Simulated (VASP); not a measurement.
# MgGa6N8 (a cell with a defect) in VASP: a series of runs

Runs on MgGa6N8 (a cell with a defect). Level: PBE. Tasks: relaxation of the atoms, single point.

Program: VASP 6.6.1. These are calculated values, not measurements. Logs are shortened: lines on timing, memory, paths and dates and some standing lists are left out, and cuts for length are marked.

## (1) The cell of the first run

The cell holds a defect, 15 atoms: a = 6.360 Å, b = 5.508 Å, c = 5.166 Å, α = 90.00°, β = 90.00°, γ = 90.00°.

## (2) Relaxation of the atoms, PBE

Contents of INCAR:

```
SYSTEM = MgGa6N8
  PREC = Accurate
  ENCUT = 520
  EDIFF = 1E-6
  ISMEAR = -1
  SIGMA = 0.02
  LREAL = Auto
  LASPH = .True.
  NELM = 100
  ALGO = Normal
  ISIF = 2
  LWAVE = .False.
  LCHARG = .False.
  GGA = PE
  IBRION = 2
  NSW = 80
  EDIFFG = -0.03
  NELECT = 122.0
```

Contents of KPOINTS:

```
Automatic mesh
0
Gamma
  2 2 2
  0 0 0
```

Contents of POSCAR:

```
MgGa6N8
1.0
   -3.1800000000     -5.5079220000      0.0000000000
    4.7700000000     -2.7539610000      0.0000000000
    0.0000000000      0.0000000000      5.1660000000
Ga N Mg
6 8 1
Direct
    0.4999999600      0.3333333100      0.0000000000
    0.4999999500      0.6666666300      0.5000000000
    0.2499999600      0.8333333100      0.0000000000
    0.2499999800      0.1666666500      0.5000000000
   -0.0000000200      0.6666666500      0.5000000000
    0.7499999300      0.8333332900      0.0000000000
    0.4999999600      0.3333333100      0.3750000000
    0.4999999500      0.6666666300      0.8750000000
    0.2499999600      0.8333333100      0.3750000000
    0.2499999800      0.1666666500      0.8750000000
   -0.0000000100      0.3333333300      0.3750000000
   -0.0000000200      0.6666666500      0.8750000000
    0.7499999300      0.8333332900      0.3750000000
    0.7499999500      0.1666666300      0.8750000000
   -0.2499999900      0.1666666700      0.5000000000
```

Potentials or basis: VASP PAW PBE potentials, release 64 (Ga_d, N, Mg).

Run with:

```console
$ cat potpaw_PBE.64/Ga_d/POTCAR potpaw_PBE.64/N/POTCAR potpaw_PBE.64/Mg/POTCAR > POTCAR
$ mpirun -np 1 vasp_std > vasp.out
```

OUTCAR:

```text
SYSTEM = MgGa6N8
   PREC = Accurate
   ENCUT = 520
   EDIFF = 1E-6
   ISMEAR = -1
   LREAL = Auto
   LASPH = .True.
   NELM = 100
   ISIF = 2
   GGA = PE
   IBRION = 2
   NSW = 80
   EDIFFG = -0.03
   NELECT = 122.0

 ion  position               nearest neighbor table
   1  0.500  0.333  0.000-   7 1.94   8 1.95  10 1.95  14 1.95  15 3.17  15 3.17
   2  0.500  0.667  0.500-   8 1.94   7 1.95  13 1.95   9 1.95  15 3.18  15 3.18
   3  0.250  0.833  0.000-   9 1.94  12 1.95   8 1.95  10 1.95
   4  0.250  0.167  0.500-  10 1.94   7 1.95  11 1.95   9 1.95  15 3.18  15 3.18
   5  1.000  0.667  0.500-  12 1.94  11 1.95   9 1.95  13 1.95  15 3.18  15 3.18
   6  0.750  0.833  0.000-  13 1.94   8 1.95  14 1.95  12 1.95  15 3.17  15 3.17
   7  0.500  0.333  0.375-   1 1.94   2 1.95   4 1.95  15 1.95
   8  0.500  0.667  0.875-   2 1.94   1 1.95   6 1.95   3 1.95
   9  0.250  0.833  0.375-   3 1.94   5 1.95   2 1.95   4 1.95
  10  0.250  0.167  0.875-   4 1.94   1 1.95   3 1.95
  11  1.000  0.333  0.375-   5 1.95  15 1.95   4 1.95
  12  1.000  0.667  0.875-   5 1.94   3 1.95   6 1.95
  13  0.750  0.833  0.375-   6 1.94   2 1.95   5 1.95  15 1.95
  14  0.750  0.167  0.875-  15 1.94   1 1.95   6 1.95
  15  0.750  0.167  0.500-  14 1.94  11 1.95   7 1.95  13 1.95   1 3.17   1 3.17   6 3.17   6 3.17
                             4 3.18   5 3.18   5 3.18   2 3.18   4 3.18   2 3.18

  LATTYP: Found a simple orthorhombic cell.
 ALAT       =     5.1660000000
 B/A-ratio  =     1.0661869292
 C/A-ratio  =     1.2311266694

  Lattice vectors:

 A1 = (   0.0000000000,   0.0000000000,  -5.1660000000)
 A2 = (   4.7700000000,  -2.7539610000,   0.0000000000)
 A3 = (  -3.1800000000,  -5.5079220000,   0.0000000000)

Analysis of symmetry for initial positions (statically):
=====================================================================
 Subroutine PRICEL returns:
 Original cell was already a primitive cell.

 Routine SETGRP: Setting up the symmetry group for a
 simple orthorhombic supercell.

 Subroutine GETGRP returns: Found  1 space group operations
 (whereof  1 operations were pure point group operations)
 out of a pool of  8 trial point group operations.

The static configuration has the point symmetry C_1 .

Analysis of symmetry for dynamics (positions and initial velocities):
=====================================================================
 Subroutine PRICEL returns:
 Original cell was already a primitive cell.

 Routine SETGRP: Setting up the symmetry group for a
 simple orthorhombic supercell.

 Subroutine GETGRP returns: Found  1 space group operations
 (whereof  1 operations were pure point group operations)
 out of a pool of  8 trial point group operations.

The dynamic configuration has the point symmetry C_1 .

 Subroutine INISYM returns: Found  1 space group operations
 (whereof  1 operations are pure point group operations),
 and found     1 'primitive' translations

----------------------------------------------------------------------------------------

                                     Primitive cell

  volume of cell :     180.9670

  direct lattice vectors                    reciprocal lattice vectors
    -3.180000000 -5.507922000  0.000000000    -0.078616352 -0.136167506  0.000000000
     4.770000000 -2.753961000  0.000000000     0.157232704 -0.090778337  0.000000000
     0.000000000  0.000000000  5.166000000     0.000000000  0.000000000  0.193573364

  length of vectors
     6.360000374  5.507921676  5.166000000     0.157232695  0.181556685  0.193573364

  position of ions in fractional coordinates (direct lattice)
     0.499999960  0.333333310  0.000000000
     0.499999950  0.666666630  0.500000000
     0.249999960  0.833333310  0.000000000
     0.249999980  0.166666650  0.500000000
     0.999999980  0.666666650  0.500000000
     0.749999930  0.833333290  0.000000000
     0.499999960  0.333333310  0.375000000
     0.499999950  0.666666630  0.875000000
     0.249999960  0.833333310  0.375000000
     0.249999980  0.166666650  0.875000000
[... 51 lines left out ...]
   NSW    =     80    number of steps for IOM
   IBRION =      2    ionic relax: 0-MD 1-quasi-New 2-CG
   NFREE  =      1    steps in history (QN), initial steepest desc. (CG)
   ISIF   =      2    stress and relaxation
   ISYM   =      2    0-nonsym 1-usesym 2-fastsym
   POTIM  = 0.5000    time-step for ionic-motion
   TEBEG  =    0.0;   TEEND  =   0.0 temperature during run
   PSTRESS=    0.0 pullay stress
   NELECT =     122.0000    total number of electrons
   NUPDOWN=      -1.0000    fix difference up-down
   EMIN   =  10.00;   EMAX   =-10.00  energy-range for DOS
   EFERMI =   0.00;   METHOD = LEGACY
   ISMEAR =    -1;   SIGMA  =   0.02  broadening in eV -4-tet -1-fermi 0-gaus
   EFERMI_NEDOS =   21; number of points for ismear=-14 and -15
   IALGO  =     38    algorithm
   IMIX   =      4    mixing-type and parameters
     AMIX     =   0.40;   BMIX     =  1.00
     AMIX_MAG =   1.60;   BMIX_MAG =  1.00
  volume/ion in A,a.u.               =      12.06        81.42
  Fermi-wavevector in a.u.,A,eV,Ry     =   1.435473  2.712651 28.035928  2.060583
  Thomas-Fermi vector in A             =   2.554768
   LORBIT       =      0    0 simple, 1 ext, 2 COOP (PROOUT), +10 PAW based schemes
   GGA     = PE    functional components
   LHFCALC =     F    Hartree Fock is set to
   AEXX    =    0.0000 exact exchange contribution
   IVDW    =     0    specifies the selected vdW correction
   LEPSILON=     F    determine dielectric tensor
   LRPA    =     F    only Hartree local field effects (RPA)
 conjugate gradient relaxation of ions
 non-spin polarized calculation
  energy-cutoff  :      520.00
  volume of cell :      180.97
 maximum number of plane-waves:      4901
 NGX is ok and might be reduce to    48
   NGX = 23   NGY = 21   NGZ = 19

--------------------------------------- Ionic step        1  -------------------------------------------

 number of electron     121.9999966 magnetization

 Free energy of the ion-electron system (eV)
  ---------------------------------------------------
  ext. energy  EPLUGINS =         0.00000000
  ---------------------------------------------------
  free energy    TOTEN  =       -75.70834264 eV

  energy without entropy =      -75.69603799  energy(sigma->0) =      -75.70219032

------------------------ aborting loop because EDIFF is reached ----------------------------------------

  FORCE on cell =-STRESS in cart. coord.  units (eV):
  Direction    XX          YY          ZZ          XY          YZ          ZX
  --------------------------------------------------------------------------------------
  -------------------------------------------------------------------------------------
  Total       24.8356042     24.4410122     26.1400580     -1.0123504      0.0088803      0.1855758
  in kB      219.8801442    216.3866540    231.4290274     -8.9627676      0.0786210      1.6429811
  external PRESSURE =     222.5652752 kB  Pullay stress =       0.0000000 kB
[... 128 lines left out ...]
  FREE ENERGIE OF THE ION-ELECTRON SYSTEM (eV)
  ---------------------------------------------------
  free  energy   TOTEN  =       -76.1187651731 eV

  energy  without entropy=      -76.1064153189  energy(sigma->0) =      -76.11259025

[... ionic steps 4 to 15 ...]

--------------------------------------- Ionic step       16  -------------------------------------------

 number of electron     121.9999979 magnetization

------------------------ aborting loop because EDIFF is reached ----------------------------------------
[... 93 lines left out ...]
--------------------------------------- Ionic step       18  -------------------------------------------

 number of electron     121.9999977 magnetization

 Free energy of the ion-electron system (eV)
  ---------------------------------------------------
  ext. energy  EPLUGINS =         0.00000000
  ---------------------------------------------------
  free energy    TOTEN  =       -76.30980450 eV

  energy without entropy =      -76.30126161  energy(sigma->0) =      -76.30553305

 E-fermi :   4.4364     XC(G=0): -11.1047

 val. band max:        4.4255318756   @ k =   0.5000   0.0000   0.0000
 cond. band min:       4.4651292373   @ k =   0.0000   0.0000   0.0000
 fundamental gap:      0.0395973617
 Fermi energy:         4.4364445374

 k-point     1 :       0.0000    0.0000    0.0000
  band No.  band energies     occupation
      1     -11.8974      2.00000
      2     -11.2158      2.00000
      3     -11.0313      2.00000
      4     -10.8982      2.00000
      5     -10.8687      2.00000
      6     -10.7232      2.00000
[... 639 lines left out ...]
  FREE ENERGIE OF THE ION-ELECTRON SYSTEM (eV)
  ---------------------------------------------------
  free  energy   TOTEN  =       -76.3098044966 eV

  energy  without entropy=      -76.3012616126  energy(sigma->0) =      -76.30553305

 reached required accuracy - stopping structural energy minimisation
```

It took 36 min on 1 thread of Intel Xeon Platinum 8259CL at 2.50GHz (Skylake/Cascade Lake), shared host; peak memory 0.32 GiB.

What came out:

* Free energy: -76.3098 eV
* Energy gained by relaxing: 40.1 meV/atom
* Ionic steps: 18
* Largest force after relaxing: 0.018 eV/Å

Forces on the atoms (eV/Å):
```
Ga   0.009  0.005 -0.001
Ga  -0.007  0.000 -0.001
Ga   0.001 -0.012  0.005
Ga   0.001 -0.010 -0.002
Ga  -0.007 -0.002  0.004
Ga   0.011  0.002 -0.012
N    0.003 -0.007  0.000
N   -0.008 -0.012 -0.006
N    0.004 -0.004  0.002
N    0.001 -0.005  0.004
N   -0.011  0.006  0.004
N    0.010  0.013  0.006
N   -0.016  0.009  0.002
N    0.003  0.006 -0.002
Mg   0.006  0.011 -0.003
```

The path:
```tsv
step	energy change (eV)	largest force (eV/Å)	pressure (GPa)
1	0.0000	1.7329	22.26
2	-0.4058	0.6516	23.60
3	-0.4104	0.6774	23.39
4	-0.4821	0.5016	23.98
5	-0.5036	0.4380	24.53
6	-0.5458	0.2778	25.17
7	-0.5537	0.4316	25.66
8	-0.5811	0.1950	26.27
9	-0.5841	0.2177	26.53
10	-0.5974	0.1021	26.97
11	-0.5978	0.1163	27.05
12	-0.5999	0.0718	27.20
13	-0.6001	0.0609	27.17
14	-0.6008	0.0406	27.19
15	-0.6008	0.0502	27.20
16	-0.6012	0.0334	27.21
17	-0.6012	0.0377	27.22
18	-0.6015	0.0182	27.23
```

Final structure:
```xyz
15
Lattice="-3.1800 -5.5079 0.0000 4.7700 -2.7540 0.0000 0.0000 0.0000 5.1660" Properties=species:S:1:pos:R:3 pbc="T T T"
Ga    0.0590   -3.7080    0.0754
Ga    1.5937   -4.5878    2.5846
Ga    3.1936   -3.6612    5.1626
Ga    0.0268   -1.8402    2.5734
Ga    3.1373   -1.8142    2.5768
Ga    1.5747   -6.4347    0.0087
N     0.0734   -3.6463    1.9519
N     1.5889   -4.5778    4.5228
N     3.1908   -3.6884    1.9282
N    -0.2086   -2.0153    4.4588
N     1.5682   -0.9624    2.0460
N     3.3445   -1.9382    4.4651
N     1.5042   -6.3701    1.9170
N    -1.5461   -4.3372    4.5239
Mg   -1.6105   -4.5795    2.5329
```

Levels at points of the mesh, in eV from the Fermi level:
```tsv
k point	band 59	band 60	band 61	band 62	band 63	band 64
(0.00, 0.00, 0.00)	-0.53	-0.11	0.03	0.24	2.42	4.39
(0.50, 0.00, 0.00)	-0.55	-0.43	-0.32	-0.01	4.07	4.70
(0.00, 0.50, 0.00)	-0.78	-0.32	-0.24	0.21	4.09	4.96
(0.50, 0.50, 0.00)	-0.87	-0.79	-0.27	0.14	5.20	5.32
(0.00, 0.00, 0.50)	-0.51	-0.31	-0.20	0.12	4.28	4.41
(0.50, 0.00, 0.50)	-0.86	-0.79	-0.47	0.34	5.26	5.44
(0.00, 0.50, 0.50)	-0.89	-0.81	-0.19	0.03	4.53	4.82
(0.50, 0.50, 0.50)	-1.21	-0.83	-0.16	0.09	5.25	5.36
```

Caveat: the k points lie up to 0.61 Å⁻¹ apart; the cell carries a net charge on a neutralising background, which shifts energy and pressure; the cell is charged against a uniform background, so pressure and absolute levels hang on convention.

## (3) Single point, PBE

Contents of INCAR:

```
SYSTEM = MgGa6N8
PREC = Accurate
ENCUT = 520
EDIFF = 1E-6
ISMEAR = -1
SIGMA = 0.02
LREAL = Auto
LASPH = .True.
NELM = 80
ALGO = Normal
ISIF = 2
LWAVE = .False.
LCHARG = .True.
GGA = PE
LELF = .True.
LVHAR = .True.
NELECT = 122.0
NBANDS = 73
```

KPOINTS is that of step 2.

Contents of POSCAR:

```
MgGa6N8
1.0
   -3.1800000000     -5.5079220000      0.0000000000
    4.7700000000     -2.7539610000      0.0000000000
    0.0000000000      0.0000000000      5.1660000000
Ga N Mg
6 8 1
Direct
    0.5007810614      0.3291469575     -0.0043144403
    0.5020778663      0.6656309712      0.4967728634
    0.2500180068      0.8332108324     -0.0024601820
    0.2495913177      0.1538031622      0.5122923014
   -0.0025814563      0.6683412092      0.4985801262
    0.7490289078      0.8420509180     -0.0034408914
    0.4587878277      0.3499980210      0.3607710122
    0.4980959354      0.6637850929      0.8708011614
    0.2511419729      0.8347398458      0.3727074463
    0.2586750491      0.1576423158      0.8753019587
    0.0384950146      0.3497786308      0.3722418195
    0.0003102389      0.6858346565      0.8682512088
    0.7487627720      0.7989397766      0.3622838440
    0.7415924160      0.1662926921      0.8940583362
   -0.0006008303      0.3378876182     -0.0130966644
```

Potentials or basis: VASP PAW PBE potentials, release 64 (Ga_d, N, Mg).

Run with:

```console
$ cat potpaw_PBE.64/Ga_d/POTCAR potpaw_PBE.64/N/POTCAR potpaw_PBE.64/Mg/POTCAR > POTCAR
$ mpirun -np 1 vasp_std > vasp.out
```

Run time: 5.2 min. Hardware: 1 thread of Intel Xeon 8259CL, shared host; peak memory 0.31 GiB.

The run converged. Its results:

```yaml
Free_energy: -76.3097 eV
Largest_force: 0.033 eV/Å
```

Forces in eV/Å, atoms in the order of the input:
```
Ga  -0.023  0.002 -0.002
Ga  -0.004 -0.018  0.010
Ga   0.006 -0.001  0.011
Ga   0.014 -0.006 -0.026
Ga   0.006  0.013  0.018
Ga   0.027 -0.018  0.000
N    0.002  0.013 -0.002
N   -0.005  0.013 -0.005
N   -0.004 -0.004 -0.003
N   -0.003 -0.006 -0.004
N   -0.009 -0.001  0.011
N   -0.005  0.003 -0.012
N   -0.017  0.017 -0.006
N    0.015 -0.003  0.003
Mg   0.001 -0.002  0.007
```

Levels at points of the mesh, in eV from the Fermi level:
| k point | band 59 | band 60 | band 61 | band 62 | band 63 | band 64 |
| --- | --- | --- | --- | --- | --- | --- |
| (0.00, 0.00, 0.00) | -0.53 | -0.11 | 0.03 | 0.24 | 2.41 | 4.38 |
| (0.50, 0.00, 0.00) | -0.56 | -0.43 | -0.32 | -0.01 | 4.06 | 4.69 |
| (0.00, 0.50, 0.00) | -0.78 | -0.32 | -0.25 | 0.21 | 4.09 | 4.96 |
| (0.50, 0.50, 0.00) | -0.87 | -0.80 | -0.27 | 0.14 | 5.19 | 5.31 |
| (0.00, 0.00, 0.50) | -0.51 | -0.31 | -0.20 | 0.12 | 4.27 | 4.41 |
| (0.50, 0.00, 0.50) | -0.87 | -0.80 | -0.48 | 0.34 | 5.26 | 5.43 |
| (0.00, 0.50, 0.50) | -0.89 | -0.81 | -0.19 | 0.03 | 4.53 | 4.82 |
| (0.50, 0.50, 0.50) | -1.21 | -0.83 | -0.16 | 0.10 | 5.24 | 5.36 |

Caveat: the k points lie up to 0.61 Å⁻¹ apart; the cell carries a net charge on a neutralising background, which shifts energy and pressure; the cell is charged against a uniform background, so pressure and absolute levels hang on convention.

## (4) Single point, PBE

Contents of INCAR:

```
ALGO = Normal
EDIFF = 1E-6
ENCUT = 520
GGA = PE
ISIF = 2
ISMEAR = -1
LASPH = T
LCHARG = F
LREAL = Auto
LWAVE = F
NBANDS = 73
NELECT = 122.0
NELM = 60
PREC = Accurate
SIGMA = 0.02
```

Contents of KPOINTS:

```
k-points
0
Gamma
  2 2 2
```

Contents of POSCAR:

```
MgGa6N8
1.0
   -3.1800000000     -5.5079220000      0.0000000000
    4.7700000000     -2.7539610000      0.0000000000
    0.0000000000      0.0000000000      5.1660000000
Ga N Mg
6 8 1
Direct
    0.4999201076      0.3464410252      0.0146989642
    0.4995372178      0.6670629989      0.5002237450
    0.2476424351      0.8345627462     -0.0004548942
    0.2487083129      0.1711578197      0.4982139775
    0.0007360009      0.6581455670      0.4990037061
    0.7521728438      0.8315078906      0.0016517683
    0.4907579124      0.3427530248      0.3777666879
    0.4985309911      0.6654816717      0.8752296766
    0.2516205856      0.8365888792      0.3733493505
    0.2912414528      0.1500221576      0.8630607804
    0.0077478636      0.3338687533      0.3966939992
    0.0009350807      0.7020242362      0.8645626064
    0.7493277186      0.8144142117      0.3711423023
    0.7111209180      0.1502225990      0.8752090997
   -0.2499999712      0.1624127289      0.4896482301
```

Run with:

```console
$ cat potpaw_PBE.64/Ga_d/POTCAR potpaw_PBE.64/N/POTCAR potpaw_PBE.64/Mg/POTCAR > POTCAR
$ mpirun -np 1 vasp_std > vasp.out
```

It took 5.2 min on 1 thread of Intel Xeon 8259CL, shared host; peak memory 0.31 GiB.

It converged, with:

```yaml
Free_energy: -76.3098 eV
Largest_force: 0.031 eV/Å
```

Forces in eV/Å, atoms in the order of the input:
```
Ga  -0.018 -0.006 -0.007
Ga  -0.008 -0.007  0.006
Ga   0.008  0.011 -0.008
Ga   0.028  0.003 -0.010
Ga  -0.018  0.023  0.010
Ga   0.011 -0.026 -0.002
N   -0.002  0.007 -0.003
N    0.002  0.010  0.007
N    0.001 -0.004 -0.003
N   -0.001  0.000  0.005
N   -0.020 -0.012  0.005
N    0.003 -0.009  0.004
N    0.004  0.000 -0.017
N    0.012  0.006  0.001
Mg  -0.002  0.006  0.014
```

Levels at points of the mesh, in eV from the Fermi level:
| k point | band 57 | band 58 | band 59 | band 60 | band 61 | band 62 | band 63 | band 64 | band 65 | band 66 |
| --- | --- | --- | --- | --- | --- | --- | --- | --- | --- | --- |
| (0.00, 0.00, 0.00) | -0.88 | -0.78 | -0.53 | -0.12 | 0.02 | 0.24 | 2.41 | 4.38 | 5.78 | 5.82 |
| (0.50, 0.00, 0.00) | -1.20 | -0.77 | -0.56 | -0.43 | -0.32 | -0.01 | 4.06 | 4.70 | 5.43 | 5.55 |
| (0.00, 0.50, 0.00) | -1.09 | -0.95 | -0.78 | -0.32 | -0.25 | 0.21 | 4.09 | 4.96 | 5.38 | 5.54 |
| (0.50, 0.50, 0.00) | -1.21 | -0.98 | -0.87 | -0.80 | -0.27 | 0.14 | 5.19 | 5.31 | 5.72 | 6.15 |
| (0.00, 0.00, 0.50) | -1.18 | -0.69 | -0.51 | -0.31 | -0.20 | 0.12 | 4.27 | 4.41 | 5.01 | 5.56 |
| (0.50, 0.00, 0.50) | -1.41 | -1.25 | -0.87 | -0.79 | -0.48 | 0.35 | 5.26 | 5.43 | 5.76 | 5.84 |
| (0.00, 0.50, 0.50) | -1.62 | -1.32 | -0.89 | -0.81 | -0.19 | 0.04 | 4.53 | 4.82 | 4.89 | 5.00 |
| (0.50, 0.50, 0.50) | -1.71 | -1.53 | -1.21 | -0.83 | -0.15 | 0.10 | 5.24 | 5.36 | 5.63 | 5.68 |

Caveat: the k points lie up to 0.61 Å⁻¹ apart; the cell carries a net charge on a neutralising background, which shifts energy and pressure; the cell is charged against a uniform background, so pressure and absolute levels hang on convention.
